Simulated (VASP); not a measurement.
# WSe2 (l.B) in VASP: single point with LDA

Aim: the single point of WSe2 (l.B) with LDA.

Everything below comes from runs of VASP 6.6.1. Logs are shortened: lines on timing, memory, paths and dates and some standing lists are left out, and cuts for length are marked.

## 1. The cell of the first run

The cell holds a sheet with vacuum, 3 atoms: a = 3.247 Å, b = 3.247 Å, c = 30.520 Å, α = 90.00°, β = 90.00°, γ = 120.00°.

## 2. Single point, LDA

File INCAR:

```
PREC = Accurate ; ENCUT = 400
EDIFF = 1E-6 ; ISMEAR = 0
SIGMA = 0.03 ; LREAL = False
LASPH = True ; NELM = 120
ALGO = Normal ; ISIF = 2
LWAVE = False ; LCHARG = False
LDIPOL = True ; IDIPOL = 3
DIPOL = 0.5 0.5 0.284 ; NBANDS = 20
GGA_COMPAT = False ; NELMDL = -8
```

File KPOINTS:

```
Automatic mesh
0
Gamma
  12 12 1
```

File POSCAR:

```
WSe2
1.0
    3.2472421786      0.0000000000      0.0000000000
   -1.6236210893      2.8121942189      0.0000000000
    0.0000000000      0.0000000000     30.5199999966
Se W
2 1
Direct
    0.6666666667      0.3333333333      0.2298528258
    0.6666666667      0.3333333333      0.3389545137
    0.3333333333      0.6666666667      0.2844036698
```

Potentials or basis: VASP PAW LDA potentials, release 64 (Se, W_sv).

Command:

```
$ cat potpaw_LDA.64/Se/POTCAR potpaw_LDA.64/W_sv/POTCAR > POTCAR
$ mpirun -np 1 vasp_std > vasp.out
```

OUTCAR:

```text
PREC = Accurate
   ENCUT = 400
   EDIFF = 1E-6
   ISMEAR = 0
   LREAL = False
   LASPH = True
   NELM = 120
   ISIF = 2
   NELMDL = -8

 ion  position               nearest neighbor table
   1  0.667  0.333  0.230-   3 2.51   3 2.51   3 2.51
   2  0.667  0.333  0.339-   3 2.51   3 2.51   3 2.51
   3  0.333  0.667  0.284-   2 2.51   2 2.51   2 2.51   1 2.51   1 2.51   1 2.51

  LATTYP: Found a hexagonal cell.
 ALAT       =     3.2472421786
 C/A-ratio  =     9.3987446325

  Lattice vectors:

 A1 = (   3.2472421786,   0.0000000000,   0.0000000000)
 A2 = (  -1.6236210893,   2.8121942189,   0.0000000000)
 A3 = (   0.0000000000,   0.0000000000,  30.5199999966)

Analysis of symmetry for initial positions (statically):
=====================================================================
 Subroutine PRICEL returns:
 Original cell was already a primitive cell.

 Routine SETGRP: Setting up the symmetry group for a
 hexagonal supercell.

 Subroutine GETGRP returns: Found 12 space group operations
 (whereof  6 operations were pure point group operations)
 out of a pool of 24 trial point group operations.

The static configuration has the point symmetry C_3v.
 The point group associated with its full space group is D_3h.

Analysis of symmetry for dynamics (positions and initial velocities):
=====================================================================
 Subroutine PRICEL returns:
 Original cell was already a primitive cell.

 Routine SETGRP: Setting up the symmetry group for a
 hexagonal supercell.

 Subroutine GETGRP returns: Found 12 space group operations
 (whereof  6 operations were pure point group operations)
 out of a pool of 24 trial point group operations.

The dynamic configuration has the point symmetry C_3v.
 The point group associated with its full space group is D_3h.

 Subroutine INISYM returns: Found 12 space group operations
 (whereof  6 operations are pure point group operations),
 and found     1 'primitive' translations

----------------------------------------------------------------------------------------

                                     Primitive cell

  volume of cell :     278.7048

  direct lattice vectors                    reciprocal lattice vectors
     3.247242179  0.000000000  0.000000000     0.307953625  0.177797108  0.000000000
    -1.623621089  2.812194219  0.000000000     0.000000000  0.355594217  0.000000000
     0.000000000  0.000000000 30.519999997     0.000000000  0.000000000  0.032765400

  length of vectors
     3.247242179  3.247242179 30.519999997     0.355594217  0.355594217  0.032765400

  position of ions in fractional coordinates (direct lattice)
     0.666666667  0.333333333  0.229852826
     0.666666667  0.333333333  0.338954514
     0.333333333  0.666666667  0.284403670

  ion indices of the primitive-cell ions
   primitive index   ion index
                 1           1
                 2           2
                 3           3

----------------------------------------------------------------------------------------

 KPOINTS: Automatic mesh

Automatic generation of k-mesh.
 Grid dimensions read from file:
 generate k-points for:   12   12    1

 Generating k-lattice:

  Cartesian coordinates                     Fractional coordinates (reciprocal lattice)
     0.025662802  0.014816426  0.000000000     0.083333333 -0.000000000  0.000000000
     0.000000000  0.029632851  0.000000000     0.000000000  0.083333333  0.000000000
     0.000000000  0.000000000  0.032765400     0.000000000  0.000000000  1.000000000

  Length of vectors
     0.029632851  0.029632851  0.032765400

  Shift w.r.t. Gamma in fractional coordinates (k-lattice)
     0.000000000  0.000000000  0.000000000

 Subroutine IBZKPT returns following result:
 ===========================================

 Found     19 irreducible k-points:

 Following reciprocal coordinates:
            Coordinates               Weight
  0.000000  0.000000  0.000000      1.000000
  0.083333  0.000000  0.000000      6.000000
  0.166667  0.000000  0.000000      6.000000
  0.250000 -0.000000  0.000000      6.000000
  0.333333 -0.000000  0.000000      6.000000
  0.416667  0.000000  0.000000      6.000000
[... 11 lines left out ...]
  0.333333  0.250000  0.000000     12.000000
  0.333333  0.333333  0.000000      2.000000
   k-points           NKPTS =     19   k-points in BZ     NKDIM =     19   number of bands    NBANDS=     20
   number of dos      NEDOS =    301   number of ions     NIONS =      3
   total plane-waves  NPLWV = 115200
   dimension x,y,z NGX =    24 NGY =   24 NGZ =  200
   dimension x,y,z NGXF=    48 NGYF=   48 NGZF=  400
   ions per type =               2   1
   NGX,Y,Z   is equivalent  to a cutoff of  12.29, 12.29, 10.89 a.u.
   NGXF,Y,Z  is equivalent  to a cutoff of  24.57, 24.57, 21.79 a.u.
 SYSTEM =  unknown system
   PREC   = accura    normal or accurate (medium, high low for compatibility)
   ISTART =      0    job   : 0-new  1-cont  2-samecut
   ICHARG =      2    charge: 1-file 2-atom 10-const
   ISPIN  =      1    spin polarized calculation?
   LNONCOLLINEAR =      F non collinear calculations
   LSORBIT =      F    spin-orbit coupling
   LASPH  =      T    aspherical Exc in radial PAW
   ENCUT  =  400.0 eV  29.40 Ry    5.42 a.u.   5.30  5.30 49.77*2*pi/ulx,y,z
   NELM   =    120;   NELMIN=  2; NELMDL= -8     # of ELM steps
   EDIFF  = 0.1E-05   stopping-criterion for ELM
   LREAL  =      F    real-space projection
[... 7 lines left out ...]
   TEBEG  =    0.0;   TEEND  =   0.0 temperature during run
   PSTRESS=    0.0 pullay stress
   NELECT =      26.0000    total number of electrons
   NUPDOWN=      -1.0000    fix difference up-down
   EMIN   =  10.00;   EMAX   =-10.00  energy-range for DOS
   EFERMI =   0.00;   METHOD = LEGACY
   ISMEAR =     0;   SIGMA  =   0.03  broadening in eV -4-tet -1-fermi 0-gaus
   EFERMI_NEDOS =   21; number of points for ismear=-14 and -15
   IALGO  =     38    algorithm
   IMIX   =      4    mixing-type and parameters
     AMIX     =   0.40;   BMIX     =  1.00
     AMIX_MAG =   1.60;   BMIX_MAG =  1.00
  volume/ion in A,a.u.               =      92.90       626.93
  Fermi-wavevector in a.u.,A,eV,Ry     =   0.742479  1.403083  7.500562  0.551276
  Thomas-Fermi vector in A             =   1.837368
   LORBIT       =      0    0 simple, 1 ext, 2 COOP (PROOUT), +10 PAW based schemes
   GGA     = CA    functional components
   LHFCALC =     F    Hartree Fock is set to
   AEXX    =    0.0000 exact exchange contribution
   IVDW    =     0    specifies the selected vdW correction
   LEPSILON=     F    determine dielectric tensor
   LRPA    =     F    only Hartree local field effects (RPA)
 non-spin polarized calculation
 Gauss-broadening in eV      SIGMA  =   0.03
  energy-cutoff  :      400.00
  volume of cell :      278.70
 maximum number of plane-waves:      5096
 NGX is ok and might be reduce to    24
   NGX = 11   NGY = 11   NGZ = 99

 dipolmoment           0.000000      0.000000     -0.000002 electrons x Angstroem

 number of electron      26.0000000 magnetization

 dipolmoment           0.000000      0.000000      0.000006 electrons x Angstroem

 Free energy of the ion-electron system (eV)
  ---------------------------------------------------
  ext. energy  EPLUGINS =         0.00000000
  ---------------------------------------------------
  free energy    TOTEN  =       -24.12361455 eV

  energy without entropy =      -24.12361455  energy(sigma->0) =      -24.12361455

 E-fermi :  -2.6936     XC(G=0):  -2.7301

 val. band max:       -2.9152271356   @ k =   0.3333   0.3333   0.0000
 cond. band min:      -1.2179647236   @ k =   0.1667   0.1667   0.0000
 fundamental gap:      1.6972624120
 Fermi energy:        -2.6936345906

 k-point     1 :       0.0000    0.0000    0.0000
  band No.  band energies     occupation
      1     -76.3926      2.00000
      2     -40.9432      2.00000
      3     -40.7645      2.00000
      4     -40.7645      2.00000
      5     -17.8888      2.00000
      6     -16.5537      2.00000
[... 12 lines left out ...]
     19       2.0582      0.00000
     20       2.4573      0.00000

 k-point     2 :       0.0833    0.0000    0.0000
  band No.  band energies     occupation
      1     -76.3917      2.00000
      2     -40.9396      2.00000
      3     -40.7834      2.00000
      4     -40.7689      2.00000
      5     -17.7773      2.00000
      6     -16.4990      2.00000
[... 12 lines left out ...]
     19       2.2014      0.00000
     20       2.6217      0.00000

 k-point     3 :       0.1667    0.0000    0.0000
  band No.  band energies     occupation
      1     -76.3893      2.00000
      2     -40.9296      2.00000
      3     -40.8347      2.00000
      4     -40.7809      2.00000
      5     -17.4574      2.00000
      6     -16.3424      2.00000
[... 12 lines left out ...]
     19       2.6028      0.00000
     20       3.0311      0.00000

 k-point     4 :       0.2500   -0.0000    0.0000
  band No.  band energies     occupation
      1     -76.3861      2.00000
      2     -40.9159      2.00000
      3     -40.9040      2.00000
      4     -40.7972      2.00000
      5     -16.9750      2.00000
      6     -16.1087      2.00000
[... 314 lines left out ...]
 k-point    18 :       0.3333    0.2500    0.0000
  band No.  band energies     occupation
      1     -76.3783      2.00000
      2     -40.9927      2.00000
      3     -40.9094      2.00000
      4     -40.8834      2.00000
      5     -15.5077      2.00000
      6     -15.4041      2.00000
[... 12 lines left out ...]
     19       4.3698      0.00000
     20       5.5573      0.00000

 k-point    19 :       0.3333    0.3333    0.0000
  band No.  band energies     occupation
      1     -76.3779      2.00000
      2     -40.9713      2.00000
      3     -40.9424      2.00000
      4     -40.8815      2.00000
      5     -15.4101      2.00000
      6     -15.3528      2.00000
[... 12 lines left out ...]
     19       3.7271      0.00000
     20       5.7766      0.00000

------------------------ aborting loop because EDIFF is reached ----------------------------------------

 vacuum level on the upper side and lower side of the slab       (xc-potential included)        -0.007        -0.007

  FORCE on cell =-STRESS in cart. coord.  units (eV):
  Direction    XX          YY          ZZ          XY          YZ          ZX
  --------------------------------------------------------------------------------------
  -------------------------------------------------------------------------------------
  Total        0.2470100      0.2470100      0.3236511      0.0000000      0.0000000      0.0000000
  in kB        1.4199749      1.4199749      1.8605579      0.0000000      0.0000000      0.0000000
  external PRESSURE =       1.5668359 kB  Pullay stress =       0.0000000 kB

 VOLUME and BASIS-vectors are now :
 -----------------------------------------------------------------------------
  energy-cutoff  :      400.00
  volume of cell :      278.70
      direct lattice vectors                 reciprocal lattice vectors
     3.247242179  0.000000000  0.000000000     0.307953625  0.177797108  0.000000000
    -1.623621089  2.812194219  0.000000000     0.000000000  0.355594217  0.000000000
     0.000000000  0.000000000 30.519999997     0.000000000  0.000000000  0.032765400

 POSITION                                       TOTAL-FORCE (eV/Angst)
 -----------------------------------------------------------------------------------
      1.62362      0.93740      7.01511        -0.000000      0.000000     -0.104798
      1.62362      0.93740     10.34489        -0.000000     -0.000000      0.104798
     -0.00000      1.87480      8.68000         0.000000      0.000000     -0.000000
 -----------------------------------------------------------------------------------
    total drift:                               -0.000000      0.000000      0.000252

  FREE ENERGIE OF THE ION-ELECTRON SYSTEM (eV)
  ---------------------------------------------------
  free  energy   TOTEN  =       -24.1236145456 eV

  energy  without entropy=      -24.1236145456  energy(sigma->0) =      -24.12361455

 vacuum level on the upper side and lower side of the slab         2.455         2.455
```

It took 4 min on 1 thread of AMD EPYC 7R13, shared host; peak memory 0.26 GiB.

Results:

```
Free energy            : -24.1236 eV
Largest force          : 0.105 eV/Å
Band gap on the k mesh : 1.70 eV, indirect (least direct gap 1.75 eV)
```

Forces in eV/Å, atoms in the order of the input:
```
Se   0.000  0.000 -0.105
Se   0.000  0.000  0.105
W    0.000  0.000  0.000
```

Caveat: spin-orbit coupling is left out, which moves the levels of the heavy elements.
